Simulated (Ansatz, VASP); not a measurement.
# One calculation of In4Sb, two programs

```
CELL_PARAMETERS angstrom
-3.48775 3.48775 3.48775
3.48775 -3.48775 3.48775
3.48775 3.48775 -3.48775
ATOMIC_POSITIONS crystal
In 0.50000 0.50000 0.50000
In 0.50000 0.00000 0.00000
In 0.00000 0.00000 0.50000
In 0.00000 0.50000 0.00000
Sb 0.00000 0.00000 0.00000
```

Change from the starting cell: species swapped into the Hg4Pt type (Im-3m, No. 229).

Alike in both runs: functional PBE; k mesh 4 × 4 × 4; occupations gaussian, width 0.1 eV; no spin polarisation.

Ansatz relaxed the structure, and its values are those at the end. VASP's run is a single point on that final structure, the one shown.

|  | VASP | Ansatz |
| --- | --- | --- |
| version | VASP 6.6.1 | Ansatz 0.2.0 |
| potentials or method | VASP PAW PBE potentials, release 64 (In_d, Sb), cutoff 520 eV | scalar-relativistic, plane waves, PAW |
| valence electrons in the cell | 57 | 67 |

```tsv
	VASP	Ansatz	Ansatz less VASP
gap on the k mesh at the Fermi level (eV)	none	none	-
pressure (GPa)	0.1	0.1	+0.01
```

A gap of «none» marks a metal or a gap that the smearing closes. VASP's potentials hold 57 valence electrons a cell and Ansatz's 67, so a difference there can come from the potentials and not from the codes.

Spin-orbit coupling is off throughout.
